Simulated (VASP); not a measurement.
Runs of VASP 6.6.1 on LiCl. The structure is that of space group P6_3mc (No. 186), or close to it. The cells are those of the table. 

```tsv
cell	gap on the mesh (eV)	largest force (eV/Å)
a = 3.899, b = 3.899, c = 6.314 Å, angles 90.0, 90.0, 120.0°, 4 atoms	(b)	0.02
a = 3.925, b = 3.925, c = 6.357 Å, angles 90.0, 90.0, 120.0°, 4 atoms	5.91	(c)
a = 3.872, b = 3.872, c = 6.271 Å, angles 90.0, 90.0, 120.0°, 4 atoms	6.08	0.02
a = 3.845, b = 3.845, c = 6.227 Å, angles 90.0, 90.0, 120.0°, 4 atoms	6.15	0.02
a = 4.002, b = 4.002, c = 6.482 Å, angles 90.0, 90.0, 120.0°, 4 atoms	5.75	0.01
a = 3.977, b = 3.977, c = 6.441 Å, angles 90.0, 90.0, 120.0°, 4 atoms	5.81	0.01
a = 3.951, b = 3.951, c = 6.399 Å, angles 90.0, 90.0, 120.0°, 4 atoms	(a)	0.02
```

Alike in all rows: task single point; level PBE; potentials or basis VASP PAW PBE potentials, release 64 (Cl, Li_sv); no spin polarisation; k mesh 8 × 8 × 4; cutoff (eV) 520; smearing fermi-dirac 0.05 eV.

Problem. Fill in the values left out.

Solution. (a) 5.88; (b) 6.01; (c) 0.15.

A k mesh can miss the band edges.
